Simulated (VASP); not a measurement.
# As in VASP: notebook, part 2 of 2

VASP 6.6.1. Earlier steps stand in the parts before.

## Step 4: Single point, PBEsol+D3(BJ)

This run uses another cell than the first one, of 20.06 Å³/atom.

File INCAR:

```
SYSTEM = As
PREC = Accurate
ENCUT = 500
EDIFF = 1E-6
ISMEAR = -1
SIGMA = 0.15
LREAL = .FALSE.
LASPH = .TRUE.
NELM = 120
ALGO = Normal
ISIF = 2
LWAVE = .FALSE.
LCHARG = .FALSE.
GGA = PS
IVDW = 12
NBANDS = 18
GGA_COMPAT = .FALSE.
```

File KPOINTS:

```
Automatic mesh
0
G
  12 12 10
  0 0 0
```

File POSCAR:

```
As
1.0
    1.8880305444     -5.2699500330     -0.0489646903
    1.8246703823      5.2931584185      0.0397736813
    0.0103442497     -0.0343131697      4.0919068015
As
4
Direct
    0.1318198785      0.8904524825      0.0499902192
    0.6317204710      0.3905511695      0.4559225021
    0.9003656695      0.1217076235      0.9559225021
    0.4002662620      0.6218063105      0.5499902192
```

Potentials or basis: VASP PAW PBE potentials, release 64 (As).

On the command line:

```
> cat potpaw_PBE.64/As/POTCAR > POTCAR
> mpirun -np 1 vasp_std > vasp.out
```

OUTCAR:

```text
SYSTEM = As
   PREC = Accurate
   ENCUT = 500
   EDIFF = 1E-6
   ISMEAR = -1
   LREAL = .FALSE.
   LASPH = .TRUE.
   NELM = 120
   ISIF = 2
   GGA = PS
   IVDW = 12
 IVDW          = 12

 ion  position               nearest neighbor table
   1  0.132  0.890  0.050-   3 2.47   2 2.49   2 2.49
   2  0.632  0.391  0.456-   4 2.47   1 2.49   1 2.49
   3  0.900  0.122  0.956-   1 2.47   4 2.49   4 2.49
   4  0.400  0.622  0.550-   2 2.47   3 2.49   3 2.49

  LATTYP: Found a simple monoclinic cell.
 ALAT       =     3.7127848409
 B/A-ratio  =     1.1021548292
 C/A-ratio  =     1.5078070375
 COS(beta)  =    -0.3313885144

  Lattice vectors:

 A1 = (   3.7127009267,   0.0232083855,  -0.0091910090)
 A2 = (  -0.0103442497,   0.0343131697,  -4.0919068015)
 A3 = (  -1.8880305444,   5.2699500330,   0.0489646903)

Analysis of symmetry for initial positions (statically):
=====================================================================
 Subroutine PRICEL returns:
 Original cell was already a primitive cell.

 Routine SETGRP: Setting up the symmetry group for a
 simple monoclinic supercell.

 Subroutine GETGRP returns: Found  2 space group operations
 (whereof  1 operations were pure point group operations)
 out of a pool of  4 trial point group operations.

The static configuration has the point symmetry C_1 .
 The point group associated with its full space group is C_2 .

Analysis of symmetry for dynamics (positions and initial velocities):
=====================================================================
 Subroutine PRICEL returns:
 Original cell was already a primitive cell.

 Routine SETGRP: Setting up the symmetry group for a
 simple monoclinic supercell.

 Subroutine GETGRP returns: Found  2 space group operations
 (whereof  1 operations were pure point group operations)
 out of a pool of  4 trial point group operations.

The dynamic configuration has the point symmetry C_1 .
 The point group associated with its full space group is C_2 .

 Subroutine INISYM returns: Found  2 space group operations
 (whereof  1 operations are pure point group operations),
 and found     1 'primitive' translations

----------------------------------------------------------------------------------------

                                     Primitive cell

  volume of cell :      80.2467

  direct lattice vectors                    reciprocal lattice vectors
     1.888030544 -5.269950033 -0.048964690     0.269923658 -0.093037747 -0.001462540
     1.824670382  5.293158419  0.039773681     0.268744155  0.096280022  0.000127988
     0.010344250 -0.034313170  4.091906802     0.000617752 -0.002049161  0.244366098

  length of vectors
     5.598163112  5.598975799  4.092063742     0.285511720  0.285470278  0.244375470

  position of ions in fractional coordinates (direct lattice)
     0.131819878  0.890452483  0.049990219
     0.631720471  0.390551170  0.455922502
     0.900365669  0.121707624  0.955922502
     0.400266262  0.621806310  0.549990219

  ion indices of the primitive-cell ions
   primitive index   ion index
                 1           1
                 2           2
                 3           3
                 4           4

[... 26 lines left out ...]
 Following reciprocal coordinates:
            Coordinates               Weight
  0.000000  0.000000  0.000000      1.000000
  0.083333 -0.000000  0.000000      2.000000
  0.166667  0.000000  0.000000      2.000000
  0.250000 -0.000000  0.000000      2.000000
  0.333333 -0.000000  0.000000      2.000000
  0.416667 -0.000000  0.000000      2.000000
[... 16 lines left out ...]
  0.250000  0.166667 -0.000000      2.000000
  0.333333  0.166667  0.000000      2.000000
 [... further k-points ...]
   k-points           NKPTS =    444   k-points in BZ     NKDIM =    444   number of bands    NBANDS=     18
   number of dos      NEDOS =    301   number of ions     NIONS =      4
   total plane-waves  NPLWV =  52920
   dimension x,y,z NGX =    42 NGY =   42 NGZ =   30
   dimension x,y,z NGXF=    84 NGYF=   84 NGZF=   60
   ions per type =               4
   NGX,Y,Z   is equivalent  to a cutoff of  12.47, 12.47, 12.19 a.u.
   NGXF,Y,Z  is equivalent  to a cutoff of  24.95, 24.94, 24.38 a.u.
 SYSTEM =  As
   PREC   = accura    normal or accurate (medium, high low for compatibility)
   ISTART =      0    job   : 0-new  1-cont  2-samecut
   ICHARG =      2    charge: 1-file 2-atom 10-const
   ISPIN  =      1    spin polarized calculation?
   LNONCOLLINEAR =      F non collinear calculations
   LSORBIT =      F    spin-orbit coupling
   LASPH  =      T    aspherical Exc in radial PAW
   ENCUT  =  500.0 eV  36.75 Ry    6.06 a.u.  10.21 10.21  7.46*2*pi/ulx,y,z
   NELM   =    120;   NELMIN=  2; NELMDL= -5     # of ELM steps
   EDIFF  = 0.1E-05   stopping-criterion for ELM
   LREAL  =      F    real-space projection
   EDIFFG = 0.1E-04   stopping-criterion for IOM
   NSW    =      0    number of steps for IOM
   IBRION =     -1    ionic relax: 0-MD 1-quasi-New 2-CG
   NFREE  =      0    steps in history (QN), initial steepest desc. (CG)
   ISIF   =      2    stress and relaxation
   ISYM   =      2    0-nonsym 1-usesym 2-fastsym
   POTIM  = 0.5000    time-step for ionic-motion
   TEBEG  =    0.0;   TEEND  =   0.0 temperature during run
   PSTRESS=    0.0 pullay stress
   NELECT =      20.0000    total number of electrons
   NUPDOWN=      -1.0000    fix difference up-down
   EMIN   =  10.00;   EMAX   =-10.00  energy-range for DOS
   EFERMI =   0.00;   METHOD = LEGACY
   ISMEAR =    -1;   SIGMA  =   0.15  broadening in eV -4-tet -1-fermi 0-gaus
   EFERMI_NEDOS =   21; number of points for ismear=-14 and -15
   IALGO  =     38    algorithm
   IMIX   =      4    mixing-type and parameters
     AMIX     =   0.40;   BMIX     =  1.00
     AMIX_MAG =   1.60;   BMIX_MAG =  1.00
  volume/ion in A,a.u.               =      20.06       135.38
  Fermi-wavevector in a.u.,A,eV,Ry     =   1.030250  1.946890 14.441419  1.061414
  Thomas-Fermi vector in A             =   2.164338
   LORBIT       =      0    0 simple, 1 ext, 2 COOP (PROOUT), +10 PAW based schemes
   GGA     = PS    functional components
   LHFCALC =     F    Hartree Fock is set to
   AEXX    =    0.0000 exact exchange contribution
   IVDW    =    12    specifies the selected vdW correction
   LEPSILON=     F    determine dielectric tensor
   LRPA    =     F    only Hartree local field effects (RPA)
 non-spin polarized calculation
  energy-cutoff  :      500.00
  volume of cell :       80.25
 maximum number of plane-waves:      2061
 NGX is ok and might be reduce to    42
   NGX = 21   NGY = 21   NGZ = 15

 number of electron      20.0000000 magnetization

 Free energy of the ion-electron system (eV)
  ---------------------------------------------------
  ext. energy  EPLUGINS =         0.00000000
  ---------------------------------------------------
  free energy    TOTEN  =       -20.20766820 eV

  energy without entropy =      -20.15306484  energy(sigma->0) =      -20.18036652

 E-fermi :   5.6871     XC(G=0): -10.4574

 val. band max:        5.6814151480   @ k =   0.4167   0.4167   0.2000
 cond. band min:       5.6924560474   @ k =   0.4167   0.3333   0.1000
 fundamental gap:      0.0110408994
 Fermi energy:         5.6870626661

 k-point     1 :       0.0000    0.0000    0.0000
  band No.  band energies     occupation
      1      -9.5144      2.00000
      2      -6.2306      2.00000
      3      -3.1506      2.00000
      4      -0.9786      2.00000
      5       0.1224      2.00000
      6       1.1968      2.00000
[... 481 lines left out ...]
      5       1.3096      2.00000
      6       2.8196      2.00000
[... 10 lines left out ...]
     17      13.2519      0.00000
     18      14.0034      0.00000

 [... further k-points ...]

------------------------ aborting loop because EDIFF is reached ----------------------------------------

 Edisp (eV)   -1.57580

 E8    (eV) :    -1.0117

  FORCE on cell =-STRESS in cart. coord.  units (eV):
  Direction    XX          YY          ZZ          XY          YZ          ZX
  --------------------------------------------------------------------------------------
  -------------------------------------------------------------------------------------
  Total       0.25638     0.27364     0.22316    -0.00267     0.00043    -0.00011
  in kB       5.11888     5.46339     4.45555    -0.05341     0.00859    -0.00212
  external pressure =        5.01 kB  Pullay stress =        0.00 kB

 VOLUME and BASIS-vectors are now :
 -----------------------------------------------------------------------------
  energy-cutoff  :      500.00
  volume of cell :       80.25
      direct lattice vectors                 reciprocal lattice vectors
     1.888030544 -5.269950033 -0.048964690     0.269923658 -0.093037747 -0.001462540
     1.824670382  5.293158419  0.039773681     0.268744155  0.096280022  0.000127988
     0.010344250 -0.034313170  4.091906802     0.000617752 -0.002049161  0.244366098

 POSITION                                       TOTAL-FORCE (eV/Angst)
 -----------------------------------------------------------------------------------
      1.87418      4.01691      0.23352         0.000382     -0.054289     -0.051840
      1.91005     -1.27753      1.85019         0.000651     -0.055183      0.050919
      1.93188     -4.13347      3.87230        -0.000391      0.054321      0.051840
      1.89600      1.16306      2.25564        -0.000642      0.055151     -0.050919
 -----------------------------------------------------------------------------------
    total drift:                               -0.000000     -0.000002     -0.000057

  FREE ENERGIE OF THE ION-ELECTRON SYSTEM (eV)
  ---------------------------------------------------
  free  energy   TOTEN  =       -21.7834678203 eV

  energy  without entropy=      -21.7288644549  energy(sigma->0) =      -21.75616614
```

stdout:

```text
POSCAR found type information on POSCAR As
 POSCAR found :  1 types and       4 ions
 scaLAPACK will be used
 -----------------------------------------------------------------------------
|                                                                             |
|                                                                             |
|     You enforced a specific xc type in the INCAR file but a different       |
|     I HOPE YOU KNOW WHAT YOU ARE DOING!                                     |
|                                                                             |
 -----------------------------------------------------------------------------

 LDA part: xc-table for (Slater+PW92), standard interpolation
 POSCAR, INCAR and KPOINTS ok, starting setup
 FFT: planning ... GRIDC
 FFT: planning ... GRID_SOFT
 FFT: planning ... GRID
 WAVECAR not read
 entering main loop
```

Wall time 15 min (1 thread of Intel Xeon 8259CL, shared host); peak memory 0.58 GiB.

Results:

```
Free energy                : -21.7835 eV
Pressure                   : 0.5 GPa
Largest force              : 0.075 eV/Å
Band gap on the k mesh     : zero (bands 10 and 11 overlap by 0.74 eV)
Dispersion energy per atom : -0.394 eV
```

Forces in eV/Å, atoms in the order of the input:
```
As   0.000 -0.054 -0.052
As   0.001 -0.055  0.051
As   0.000  0.054  0.052
As  -0.001  0.055 -0.051
```

Stress tensor (GPa, compression positive):
```
 0.51 -0.01  0.00
-0.01  0.55  0.00
 0.00  0.00  0.45
```

Caveat: the PAW data sets were made with another functional, which shifts forces and pressure a little.

## Step 5: Summary

```tsv
task	cell	k mesh	smearing	pressure (GPa)	largest force (eV/Å)
single point	a = 5.857, b = 5.798, c = 4.544 Å, angles 90.7, 89.2, 143.3°, 4 atoms, atomic positions A	6 × 6 × 4	gaussian 0.1 eV	-3.8	1.01
relaxation of cell and atoms	relaxed from a = 5.857, b = 5.798, c = 4.544 Å, angles 90.7, 89.2, 143.3°, 4 atoms, atomic positions A	6 × 6 × 4	gaussian 0.1 eV	0.1	0.04
single point	a = 5.598, b = 5.599, c = 4.092 Å, angles 90.0, 90.0, 141.3°, 4 atoms, atomic positions B	12 × 12 × 10	fermi-dirac 0.15 eV	0.5	0.08
```

Alike in all rows: level PBEsol+D3(BJ); potentials or basis VASP PAW PBE potentials, release 64 (As); no spin polarisation; cutoff (eV) 500.

Caveats: the PAW data sets were made with another functional, which shifts forces and pressure a little; the cell stands under tension (at least some runs); the relaxation stopped at a loose force limit of 0.05 eV/Å, so its end isn't a converged minimum (at least some runs).

Absolute energies hang on the potentials; compare differences alone.
